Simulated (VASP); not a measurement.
# Ta4S in VASP: further runs

The runs below take Ta4S through single point, with LDA.

All numbers are computed with VASP 6.6.1; they aren't measurements. Logs are shortened: lines on timing, memory, paths and dates and some standing lists are left out, and cuts for length are marked.

## 1. The cell of the first run

The cell holds a slab with vacuum, 5 atoms: a = 3.253 Å, b = 3.253 Å, c = 20.213 Å, α = 90.00°, β = 90.00°, γ = 90.00°.

## 2. Single point, LDA

Contents of INCAR:

```
SYSTEM = Ta4S
PREC = Accurate
ENCUT = 520
EDIFF = 1E-7
ISMEAR = 0
SIGMA = 0.1
LREAL = .FALSE.
LASPH = .TRUE.
NELM = 80
ALGO = Normal
ISIF = 2
LWAVE = .FALSE.
LCHARG = .TRUE.
LDIPOL = .TRUE.
IDIPOL = 3
DIPOL = 0.5 0.5 0.364
GGA = CA
LELF = .TRUE.
LVHAR = .TRUE.
LVACPOTAV = .TRUE.
NBANDS = 33
```

Contents of KPOINTS:

```
regular mesh
0
G
  8 8 1
  0 0 0
```

Contents of POSCAR:

```
Ta4S
1.0
    3.2528501163      0.0000000000      0.0000000000
    0.0000000000      3.2528501163      0.0000000000
    0.0000000000      0.0000000000     20.2133955625
Ta S
4 1
Direct
    0.5000000000      0.5000000000      0.1978885728
    0.0000000000      0.0000000000      0.2783513062
    0.5000000000      0.5000000000      0.3580225063
   -0.2170707363     -0.2170707363      0.4674482821
    0.2500000000      0.2500000000      0.5159986399
```

Potentials or basis: VASP PAW LDA potentials, release 64 (Ta_pv, S).

Command:

```console
$ cat potpaw_LDA.64/Ta_pv/POTCAR potpaw_LDA.64/S/POTCAR > POTCAR
$ mpirun -np 1 vasp_std > vasp.out
```

OUTCAR:

```text
SYSTEM = Ta4S
   PREC = Accurate
   ENCUT = 520
   EDIFF = 1E-7
   ISMEAR = 0
   LREAL = .FALSE.
   LASPH = .TRUE.
   NELM = 80
   ISIF = 2
   GGA = CA

 ion  position               nearest neighbor table
   1  0.500  0.500  0.198-   2 2.82   2 2.82   2 2.82   2 2.82   3 3.24
   2  0.000  0.000  0.278-   3 2.81   3 2.81   3 2.81   3 2.81   1 2.82   1 2.82   1 2.82   1 2.82

   3  0.500  0.500  0.358-   4 2.57   2 2.81   2 2.81   2 2.81   2 2.81   1 3.24   4 3.34   4 3.34

   4  0.783  0.783  0.467-   5 2.36   5 2.51   5 2.51   3 2.57   5 2.64   3 3.34   3 3.34
   5  0.250  0.250  0.516-   4 2.36   4 2.51   4 2.51   4 2.64

  LATTYP: Found a simple tetragonal cell.
 ALAT       =     3.2528501163
 C/A-ratio  =     6.2140568547

  Lattice vectors:

 A1 = (   3.2528501163,   0.0000000000,   0.0000000000)
 A2 = (   0.0000000000,   3.2528501163,   0.0000000000)
 A3 = (   0.0000000000,   0.0000000000,  20.2133955625)

Analysis of symmetry for initial positions (statically):
=====================================================================
 Subroutine PRICEL returns:
 Original cell was already a primitive cell.

 Routine SETGRP: Setting up the symmetry group for a
 simple tetragonal supercell.

 Subroutine GETGRP returns: Found  2 space group operations
 (whereof  2 operations were pure point group operations)
 out of a pool of 16 trial point group operations.

The static configuration has the point symmetry C_1h.

Analysis of symmetry for dynamics (positions and initial velocities):
=====================================================================
 Subroutine PRICEL returns:
 Original cell was already a primitive cell.

 Routine SETGRP: Setting up the symmetry group for a
 simple tetragonal supercell.

 Subroutine GETGRP returns: Found  2 space group operations
 (whereof  2 operations were pure point group operations)
 out of a pool of 16 trial point group operations.

The dynamic configuration has the point symmetry C_1h.

 Subroutine INISYM returns: Found  2 space group operations
 (whereof  2 operations are pure point group operations),
 and found     1 'primitive' translations

----------------------------------------------------------------------------------------

                                     Primitive cell

[... 93 lines left out ...]
   LREAL  =      F    real-space projection
   EDIFFG = 0.1E-05   stopping-criterion for IOM
   NSW    =      0    number of steps for IOM
   IBRION =     -1    ionic relax: 0-MD 1-quasi-New 2-CG
   NFREE  =      0    steps in history (QN), initial steepest desc. (CG)
   ISIF   =      2    stress and relaxation
   ISYM   =      2    0-nonsym 1-usesym 2-fastsym
   POTIM  = 0.5000    time-step for ionic-motion
   TEBEG  =    0.0;   TEEND  =   0.0 temperature during run
   PSTRESS=    0.0 pullay stress
   NELECT =      50.0000    total number of electrons
   NUPDOWN=      -1.0000    fix difference up-down
   EMIN   =  10.00;   EMAX   =-10.00  energy-range for DOS
   EFERMI =   0.00;   METHOD = LEGACY
   ISMEAR =     0;   SIGMA  =   0.10  broadening in eV -4-tet -1-fermi 0-gaus
   EFERMI_NEDOS =   21; number of points for ismear=-14 and -15
   IALGO  =     38    algorithm
   IMIX   =      4    mixing-type and parameters
     AMIX     =   0.40;   BMIX     =  1.00
     AMIX_MAG =   1.60;   BMIX_MAG =  1.00
  volume/ion in A,a.u.               =      42.78       288.66
  Fermi-wavevector in a.u.,A,eV,Ry     =   1.008500  1.905788 13.838096  1.017071
  Thomas-Fermi vector in A             =   2.141370
   LORBIT       =      0    0 simple, 1 ext, 2 COOP (PROOUT), +10 PAW based schemes
   GGA     = CA    functional components
   LHFCALC =     F    Hartree Fock is set to
   AEXX    =    0.0000 exact exchange contribution
   IVDW    =     0    specifies the selected vdW correction
   LEPSILON=     F    determine dielectric tensor
   LRPA    =     F    only Hartree local field effects (RPA)
 non-spin polarized calculation
 Gauss-broadening in eV      SIGMA  =   0.10
  energy-cutoff  :      520.00
  volume of cell :      213.88
 maximum number of plane-waves:      5812
   NGX = 13   NGY = 13   NGZ = 75

 dipolmoment           0.000000      0.000000     -0.030881 electrons x Angstroem

 number of electron      50.0000003 magnetization

 dipolmoment           0.000000      0.000000      0.030406 electrons x Angstroem

 Free energy of the ion-electron system (eV)
  ---------------------------------------------------
  ext. energy  EPLUGINS =         0.00000000
  ---------------------------------------------------
  free energy    TOTEN  =       -54.08430891 eV

  energy without entropy =      -54.05598276  energy(sigma->0) =      -54.07014584

 E-fermi :   0.1022     XC(G=0):  -6.1293

 val. band max:        0.0704574755   @ k =   0.5000   0.1250   0.0000
 cond. band min:       0.1387474244   @ k =   0.3750   0.1250   0.0000
 fundamental gap:      0.0682899490
 Fermi energy:         0.1022002364

 k-point     1 :       0.0000    0.0000    0.0000
  band No.  band energies     occupation
      1     -34.6576      2.00000
      2     -34.6015      2.00000
      3     -34.4409      2.00000
      4     -34.3902      2.00000
      5     -34.3870      2.00000
      6     -34.3764      2.00000
[... 745 lines left out ...]
     32       4.1837      0.00000
     33       4.3568      0.00000

------------------------ aborting loop because EDIFF is reached ----------------------------------------

  FORCE on cell =-STRESS in cart. coord.  units (eV):
  Direction    XX          YY          ZZ          XY          YZ          ZX
  --------------------------------------------------------------------------------------
  -------------------------------------------------------------------------------------
  Total       -6.0963561     -6.0963561     -3.8673274      0.8230328      3.5294204      3.5294206
  in kB      -45.6681619    -45.6681619    -28.9703769      6.1653873     26.4390958     26.4390967
  external PRESSURE =     -40.1022336 kB  Pullay stress =       0.0000000 kB

 VOLUME and BASIS-vectors are now :
 -----------------------------------------------------------------------------
  energy-cutoff  :      520.00
  volume of cell :      213.88
      direct lattice vectors                 reciprocal lattice vectors
     3.252850116  0.000000000  0.000000000     0.307422711  0.000000000  0.000000000
     0.000000000  3.252850116  0.000000000     0.000000000  0.307422711  0.000000000
     0.000000000  0.000000000 20.213395563     0.000000000  0.000000000  0.049472143

 POSITION                                       TOTAL-FORCE (eV/Angst)
 -----------------------------------------------------------------------------------
      1.62643      1.62643      4.00000         0.154212      0.154212      1.826249
      0.00000      0.00000      5.62643        -0.066723     -0.066723     -1.221540
      1.62643      1.62643      7.23685        -1.313864     -1.313864     -0.637963
      2.54675      2.54675      9.44872        -0.005990     -0.005990     -0.000685
      0.81321      0.81321     10.43008         1.232366      1.232366      0.033940
 -----------------------------------------------------------------------------------
    total drift:                                0.000155      0.000155     -0.000601

  FREE ENERGIE OF THE ION-ELECTRON SYSTEM (eV)
  ---------------------------------------------------
  free  energy   TOTEN  =       -54.0843089112 eV

  energy  without entropy=      -54.0559827601  energy(sigma->0) =      -54.07014584

 vacuum level on the upper side and lower side of the slab         4.810         4.288
```

stdout:

```text
POSCAR found type information on POSCAR TaS
 POSCAR found :  2 types and       5 ions
 scaLAPACK will be used
 LDA part: xc-table for (Slater(with rela. corr.)+CA(PZ))
 , standard interpolation
 POSCAR, INCAR and KPOINTS ok, starting setup
 FFT: planning ... GRIDC
 FFT: planning ... GRID_SOFT
 FFT: planning ... GRID
 WAVECAR not read
 entering main loop
 -----------------------------------------------------------------------------
|                                                                             |
|           W    W    AA    RRRRR   N    N  II  N    N   GGGG   !!!           |
|           W    W   A  A   R    R  NN   N  II  NN   N  G    G  !!!           |
|           W    W  A    A  R    R  N N  N  II  N N  N  G       !!!           |
|           W WW W  AAAAAA  RRRRR   N  N N  II  N  N N  G  GGG   !            |
|           WW  WW  A    A  R   R   N   NN  II  N   NN  G    G                |
|           W    W  A    A  R    R  N    N  II  N    N   GGGG   !!!           |
|                                                                             |
|     Did not find any points to average over, which means that no vacuum     |
|     field-free region was found. Please increase the size of  your cell     |
|     in the dimension of the dipole correction to obtain accurate            |
|     workfunction values.                                                    |
|                                                                             |
 -----------------------------------------------------------------------------
```

Wall time 1.8 min (1 thread of Intel Xeon 6975P-C (Granite Rapids), shared host); peak memory 0.3 GiB.

What came out:

```
Free energy            : -54.0843 eV
Largest force          : 1.965 eV/Å
Band gap on the k mesh : zero (band 25 reaches 0.46 eV, above the bottom of band 26 at 0.04 eV)
```

Forces in eV/Å, atoms in the order of the input:
```
Ta   0.154  0.154  1.826
Ta  -0.067 -0.067 -1.222
Ta  -1.314 -1.314 -0.638
Ta  -0.006 -0.006 -0.001
S    1.232  1.232  0.034
```

Levels at points of the mesh, in eV from the Fermi level:
```tsv
k point	band 22	band 23	band 24	band 25	band 26	band 27	band 28	band 29
(0.00, 0.00, 0.00)	-1.53	-0.39	-0.08	0.36	0.38	0.91	1.13	1.35
(0.50, 0.00, 0.00)	-1.15	-1.06	-0.81	-0.58	-0.06	0.91	1.11	1.26
(0.50, 0.50, 0.00)	-1.63	-1.41	-0.06	-0.06	0.85	2.06	2.28	2.53
```

Caveat: spin-orbit coupling is left out, which moves the levels of the heavy elements.

## 3. Single point, LDA

Contents of INCAR:

```
PREC = Accurate
ENCUT = 520
EDIFF = 1E-7
ISMEAR = 0
SIGMA = 0.1
LREAL = False
LASPH = True
NELM = 60
ALGO = Normal
ISIF = 2
LWAVE = False
LCHARG = False
LDIPOL = True
IDIPOL = 3
DIPOL = 0.5 0.5 0.364
NBANDS = 33
```

Contents of KPOINTS:

```
Automatic mesh
0
Gamma
  8 8 1
```

Edit POSCAR of step 2 so:

```diff
@@ -11,3 +11,3 @@
     0.5000000000      0.5000000000      0.3580225063
-   -0.2170707363     -0.2170707363      0.4674482821
-    0.2500000000      0.2500000000      0.5159986399
+   -0.2170671578      0.2170671578      0.4674483328
+    0.2500000000      0.7500000000      0.5159981655
```

Potentials or basis: VASP PAW LDA potentials, release 64 (Ta_pv, S).

Command:

```console
$ cat potpaw_LDA.64/Ta_pv/POTCAR potpaw_LDA.64/S/POTCAR > POTCAR
$ mpirun -np 1 vasp_std > vasp.out
```

It took 1.7 min on 1 thread of Intel Xeon 6975P-C (Granite Rapids), shared host; peak memory 0.3 GiB.

The run converged. Its results:

```
Free energy            : -54.0843 eV
Largest force          : 1.965 eV/Å
Band gap on the k mesh : zero (band 25 reaches 0.46 eV, above the bottom of band 26 at 0.04 eV)
```

Forces on the atoms (eV/Å):
```
Ta   0.154 -0.154  1.826
Ta  -0.067  0.067 -1.222
Ta  -1.314  1.314 -0.638
Ta  -0.006  0.006 -0.001
S    1.233 -1.233  0.034
```

Levels at points of the mesh, in eV from the Fermi level:
```csv
k point,band 21,band 22,band 23,band 24,band 25,band 26,band 27,band 28,band 29,band 30
"(0.00, 0.00, 0.00)",-2.42,-1.53,-0.39,-0.08,0.36,0.38,0.91,1.13,1.35,1.46
"(0.50, 0.00, 0.00)",-1.45,-1.15,-1.06,-0.81,-0.58,-0.06,0.91,1.11,1.26,1.75
"(0.50, 0.50, 0.00)",-2.04,-1.63,-1.41,-0.06,-0.06,0.85,2.06,2.28,2.53,2.92
```

Caveat: spin-orbit coupling is left out, which moves the levels of the heavy elements.
